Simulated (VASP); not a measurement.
# P (R-3m) in VASP: a series of runs, part 2 of 2

VASP 6.6.1. Earlier steps stand in the parts before.

## (6) Relaxation of shape and atoms at fixed volume, PBE+D3(BJ) (13.58 Å³/atom)

This run uses another cell than the first one, of 13.58 Å³/atom.

INCAR

```
  PREC = Accurate
  ENCUT = 600
  EDIFF = 1E-7
  ISMEAR = 0
  SIGMA = 0.05
  LREAL = F
  LASPH = T
  NELM = 80
  ALGO = Normal
  ISIF = 4
  LWAVE = F
  LCHARG = F
  GGA = PE
  IVDW = 12
  IBRION = 2
  NSW = 60
  EDIFFG = -0.01
```

KPOINTS

```
regular mesh
0
Gamma
  16 16 16
```

POSCAR

```
P
1.0
    1.6828856725      0.9716144960      2.7683064933
   -1.6828856725      0.9716144960      2.7683064933
    0.0000000000     -1.9432289921      2.7683064933
P
2
Direct
    0.2393260847      0.2393260847      0.2393260847
    0.7606739153      0.7606739153      0.7606739153
```

Potentials or basis: VASP PAW PBE potentials, release 64 (P).

The run is started by

```console
$ cat potpaw_PBE.64/P/POTCAR > POTCAR
$ mpirun -np 1 vasp_std > vasp.out
```

OUTCAR:

```text
PREC = Accurate
   ENCUT = 600
   EDIFF = 1E-7
   ISMEAR = 0
   LREAL = F
   LASPH = T
   NELM = 80
   ISIF = 4
   GGA = PE
   IVDW = 12
   IBRION = 2
   NSW = 60
   EDIFFG = -0.01
 IVDW          = 12

 ion  position               nearest neighbor table
   1  0.239  0.239  0.239-   2 2.29   2 2.29   2 2.29   2 2.49   2 2.49   2 2.49
   2  0.761  0.761  0.761-   1 2.29   1 2.29   1 2.29   1 2.49   1 2.49   1 2.49

  LATTYP: Found a trigonal (rhomboedric) cell.
 ALAT       =     3.3822566071
 COS(alpha) =     0.5048621643

  Lattice vectors:

 A1 = (   1.6828856725,   0.9716144960,   2.7683064933)
 A2 = (  -1.6828856725,   0.9716144960,   2.7683064933)
 A3 = (   0.0000000000,  -1.9432289921,   2.7683064933)

Analysis of symmetry for initial positions (statically):
=====================================================================
 Subroutine PRICEL returns:
 Original cell was already a primitive cell.

 Routine SETGRP: Setting up the symmetry group for a
 trigonal (rhombohedral) supercell.

 Subroutine GETGRP returns: Found 12 space group operations
 (whereof 12 operations were pure point group operations)
 out of a pool of 12 trial point group operations.

The static configuration has the point symmetry D_3d.

Analysis of symmetry for dynamics (positions and initial velocities):
=====================================================================
 Subroutine PRICEL returns:
 Original cell was already a primitive cell.

 Routine SETGRP: Setting up the symmetry group for a
 trigonal (rhombohedral) supercell.

 Subroutine GETGRP returns: Found 12 space group operations
 (whereof 12 operations were pure point group operations)
 out of a pool of 12 trial point group operations.

The dynamic configuration has the point symmetry D_3d.

 Subroutine INISYM returns: Found 12 space group operations
 (whereof 12 operations are pure point group operations),
 and found     1 'primitive' translations

----------------------------------------------------------------------------------------

                                     Primitive cell

  volume of cell :      27.1590

  direct lattice vectors                    reciprocal lattice vectors
     1.682885673  0.971614496  2.768306493     0.297108715  0.171535797  0.120410559
    -1.682885673  0.971614496  2.768306493    -0.297108715  0.171535797  0.120410559
     0.000000000 -1.943228992  2.768306493     0.000000000 -0.343071593  0.120410559

  length of vectors
     3.382256607  3.382256607  3.382256607     0.363588808  0.363588808  0.363588808

  position of ions in fractional coordinates (direct lattice)
     0.239326085  0.239326085  0.239326085
     0.760673915  0.760673915  0.760673915

  ion indices of the primitive-cell ions
   primitive index   ion index
                 1           1
                 2           2

----------------------------------------------------------------------------------------

 KPOINTS: regular mesh

Automatic generation of k-mesh.
 Grid dimensions read from file:
 generate k-points for:   16   16   16

 Generating k-lattice:

  Cartesian coordinates                     Fractional coordinates (reciprocal lattice)
     0.018569295  0.010720987  0.007525660     0.062500000  0.000000000  0.000000000
    -0.018569295  0.010720987  0.007525660     0.000000000  0.062500000  0.000000000
     0.000000000 -0.021441975  0.007525660     0.000000000  0.000000000  0.062500000

  Length of vectors
     0.022724300  0.022724300  0.022724300

  Shift w.r.t. Gamma in fractional coordinates (k-lattice)
     0.000000000  0.000000000  0.000000000

 Subroutine IBZKPT returns following result:
 ===========================================

 Found    417 irreducible k-points:

 Following reciprocal coordinates:
            Coordinates               Weight
  0.000000  0.000000  0.000000      1.000000
  0.062500  0.000000  0.000000      6.000000
  0.125000  0.000000  0.000000      6.000000
  0.187500  0.000000  0.000000      6.000000
  0.250000  0.000000  0.000000      6.000000
  0.312500 -0.000000 -0.000000      6.000000
[... 16 lines left out ...]
 -0.125000  0.062500  0.000000     12.000000
 -0.062500  0.062500  0.000000      6.000000
 [... further k-points ...]
   k-points           NKPTS =    417   k-points in BZ     NKDIM =    417   number of bands    NBANDS=      9
   number of dos      NEDOS =    301   number of ions     NIONS =      2
   total plane-waves  NPLWV =  21952
   dimension x,y,z NGX =    28 NGY =   28 NGZ =   28
   dimension x,y,z NGXF=    56 NGYF=   56 NGZF=   56
   ions per type =               2
   NGX,Y,Z   is equivalent  to a cutoff of  13.76, 13.76, 13.76 a.u.
   NGXF,Y,Z  is equivalent  to a cutoff of  27.53, 27.53, 27.53 a.u.
 SYSTEM =  unknown system
   PREC   = accura    normal or accurate (medium, high low for compatibility)
   ISTART =      0    job   : 0-new  1-cont  2-samecut
   ICHARG =      2    charge: 1-file 2-atom 10-const
   ISPIN  =      1    spin polarized calculation?
   LNONCOLLINEAR =      F non collinear calculations
   LSORBIT =      F    spin-orbit coupling
   LASPH  =      T    aspherical Exc in radial PAW
   ENCUT  =  600.0 eV  44.10 Ry    6.64 a.u.   6.76  6.76  6.76*2*pi/ulx,y,z
   NELM   =     80;   NELMIN=  2; NELMDL= -5     # of ELM steps
   EDIFF  = 0.1E-06   stopping-criterion for ELM
   LREAL  =      F    real-space projection
   EDIFFG = -.1E-01   stopping-criterion for IOM
   NSW    =     60    number of steps for IOM
   IBRION =      2    ionic relax: 0-MD 1-quasi-New 2-CG
   NFREE  =      1    steps in history (QN), initial steepest desc. (CG)
   ISIF   =      4    stress and relaxation
   ISYM   =      2    0-nonsym 1-usesym 2-fastsym
   POTIM  = 0.5000    time-step for ionic-motion
   TEBEG  =    0.0;   TEEND  =   0.0 temperature during run
   PSTRESS=    0.0 pullay stress
   NELECT =      10.0000    total number of electrons
   NUPDOWN=      -1.0000    fix difference up-down
   EMIN   =  10.00;   EMAX   =-10.00  energy-range for DOS
   EFERMI =   0.00;   METHOD = LEGACY
   ISMEAR =     0;   SIGMA  =   0.05  broadening in eV -4-tet -1-fermi 0-gaus
   EFERMI_NEDOS =   21; number of points for ismear=-14 and -15
   IALGO  =     38    algorithm
   IMIX   =      4    mixing-type and parameters
     AMIX     =   0.40;   BMIX     =  1.00
     AMIX_MAG =   1.60;   BMIX_MAG =  1.00
  volume/ion in A,a.u.               =      13.58        91.64
  Fermi-wavevector in a.u.,A,eV,Ry     =   1.173375  2.217357 18.732622  1.376809
  Thomas-Fermi vector in A             =   2.309789
   LORBIT       =      0    0 simple, 1 ext, 2 COOP (PROOUT), +10 PAW based schemes
   GGA     = PE    functional components
   LHFCALC =     F    Hartree Fock is set to
   AEXX    =    0.0000 exact exchange contribution
   IVDW    =    12    specifies the selected vdW correction
   LEPSILON=     F    determine dielectric tensor
   LRPA    =     F    only Hartree local field effects (RPA)
 conjugate gradient relaxation of ions
 non-spin polarized calculation
 Gauss-broadening in eV      SIGMA  =   0.05
  energy-cutoff  :      600.00
  volume of cell :       27.16
 maximum number of plane-waves:       934
   NGX = 13   NGY = 13   NGZ = 13

--------------------------------------- Ionic step        1  -------------------------------------------

 number of electron      10.0000000 magnetization

 Free energy of the ion-electron system (eV)
  ---------------------------------------------------
  ext. energy  EPLUGINS =         0.00000000
  ---------------------------------------------------
  free energy    TOTEN  =       -10.49136539 eV

  energy without entropy =      -10.49063252  energy(sigma->0) =      -10.49099895

------------------------ aborting loop because EDIFF is reached ----------------------------------------

 Edisp (eV)   -1.04109

 E8    (eV) :    -0.3932
[... 151 lines left out ...]
--------------------------------------- Ionic step        5  -------------------------------------------

 number of electron      10.0000000 magnetization

 Free energy of the ion-electron system (eV)
  ---------------------------------------------------
  ext. energy  EPLUGINS =         0.00000000
  ---------------------------------------------------
  free energy    TOTEN  =       -10.49481037 eV

  energy without entropy =      -10.49427936  energy(sigma->0) =      -10.49454487

 E-fermi :  10.8671     XC(G=0): -11.5798

 val. band max:       10.8653280346   @ k =   0.3125   0.1875   0.1875
 cond. band min:      10.8727774494   @ k =  -0.3125   0.1250  -0.0000
 fundamental gap:      0.0074494148
 Fermi energy:        10.8671259151

 k-point     1 :       0.0000    0.0000    0.0000
  band No.  band energies     occupation
      1      -6.5924      2.00000
      2       8.3215      2.00000
      3       8.3215      2.00000
      4       8.4881      2.00000
      5       9.8538      2.00000
      6      14.4182      0.00000
      7      14.8419      0.00000
      8      14.8419      0.00000
      9      16.3399      0.00000
[... 265 lines left out ...]
 k-point    24 :      -0.0625    0.0625    0.0000
  band No.  band energies     occupation
      1      -6.4038      2.00000
      2       6.7384      2.00000
      3       7.8887      2.00000
      4       8.6118      2.00000
      5      10.9972      0.00024
      6      13.9214      0.00000
      7      14.6065      0.00000
      8      14.9652      0.00000
      9      15.2994      0.00000

 [... further k-points ...]

------------------------ aborting loop because EDIFF is reached ----------------------------------------

 Edisp (eV)   -1.04098

 E8    (eV) :    -0.3931
[... 25 lines left out ...]
  FREE ENERGIE OF THE ION-ELECTRON SYSTEM (eV)
  ---------------------------------------------------
  free  energy   TOTEN  =       -11.5357865829 eV

  energy  without entropy=      -11.5352555755  energy(sigma->0) =      -11.53552108

 reached required accuracy - stopping structural energy minimisation
```

OSZICAR:

```text
N       E                     dE             d eps       ncg     rms          rms(c)
DAV:   1     0.254147333877E+02    0.25415E+02   -0.53338E+03  7522   0.110E+03
DAV:   2    -0.954758737375E+01   -0.34962E+02   -0.33992E+02 11120   0.138E+02
DAV:   3    -0.105017440098E+02   -0.95416E+00   -0.94372E+00  9540   0.242E+01
[... 33 lines left out ...]
   4 F= -.11535767E+02 E0= -.11535503E+02  d E =-.331597E-02
       N       E                     dE             d eps       ncg     rms          rms(c)
DAV:   1    -0.104948095422E+02   -0.20492E-04   -0.78230E-04  9036   0.181E-01    0.119E-02
DAV:   2    -0.104948104678E+02   -0.92562E-06   -0.18579E-05  9504   0.373E-02    0.644E-03
DAV:   3    -0.104948103465E+02    0.12132E-06   -0.12264E-06 10447   0.814E-03    0.164E-03
DAV:   4    -0.104948103689E+02   -0.22397E-07   -0.10612E-07  5813   0.292E-03
   5 F= -.11535787E+02 E0= -.11535521E+02  d E =-.196198E-04
```

CONTCAR:

```text
P
   1.00000000000000
     1.6863613211950577    0.9736211627071660    2.7569071028563004
    -1.6863613211950577    0.9736211627071660    2.7569071028563004
     0.0000000000000000   -1.9472423255219802    2.7569071028589218
  P
     2
Direct
     0.2414118234043023    0.2414118234043023    0.2414118234043010
     0.7585881765956977    0.7585881765956977    0.7585881765956990

  0.00000000E+00  0.00000000E+00  0.00000000E+00
  0.00000000E+00  0.00000000E+00  0.00000000E+00
```

Run time: 5.5 min. Hardware: 1 thread of AMD EPYC 7R43 (Zen 3), shared host; peak memory 0.21 GiB.

What came out:

```
Free energy                : -11.5358 eV
Energy gained by relaxing  : 1.7 meV/atom
Ionic steps                : 5
Pressure after relaxing    : 5.2 GPa
Band gap on the k mesh     : zero (bands 5 and 6 overlap by 2.20 eV)
Dispersion energy per atom : -0.520 eV
```

Forces on the atoms (eV/Å):
```
P    0.000  0.000  0.003
P    0.000  0.000 -0.003
```

Step by step:
| step | energy change (eV) | largest force (eV/Å) | pressure (GPa) | volume (Å³) |
| --- | --- | --- | --- | --- |
| 1 | 0.0000 | 0.1736 | 6.13 | 27.16 |
| 2 | -0.0025 | 0.0908 | 5.58 | 27.16 |
| 3 | -0.0033 | 0.0033 | 5.17 | 27.16 |
| 4 | -0.0033 | 0.0065 | 5.18 | 27.16 |
| 5 | -0.0033 | 0.0025 | 5.17 | 27.16 |

Final structure:
```yaml
crystal:
  lattice:
    - [1.68636, 0.97362, 2.75691]
    - [-1.68636, 0.97362, 2.75691]
    - [0.00000, -1.94724, 2.75691]
  atoms:
    - { symbol: P, position: [0.24141, 0.24141, 0.24141] }
    - { symbol: P, position: [0.75859, 0.75859, 0.75859] }
```

## (7) Overview

```csv
task,cell,gap on the mesh (eV),pressure (GPa),largest force (eV/Å)
relaxation of shape and atoms at fixed volume,"relaxed from a = 3.466 Å, angles 58.4°, 2 atoms, atomic positions A",none,2.5,-
relaxation of cell and atoms,"relaxed from a = 3.513 Å, angles 58.4°, 2 atoms, atomic positions A",none,0.1,0.01
relaxation of shape and atoms at fixed volume,"relaxed from a = 3.560 Å, angles 58.4°, 2 atoms, atomic positions A",none,-2.1,0.01
relaxation of shape and atoms at fixed volume,"relaxed from a = 3.325 Å, angles 60.0°, 2 atoms, atomic positions B",none,10.6,0.01
relaxation of shape and atoms at fixed volume,"relaxed from a = 3.382 Å, angles 59.7°, 2 atoms, atomic positions C",none,5.2,-
```

Alike in all rows: level PBE+D3(BJ); potentials or basis VASP PAW PBE potentials, release 64 (P); no spin polarisation; k mesh 16 × 16 × 16; cutoff (eV) 600; smearing gaussian 0.05 eV.

Absolute energies hang on the potentials; compare differences alone.

The gap in the log of VASP goes by the Fermi energy; the results here count the filled bands.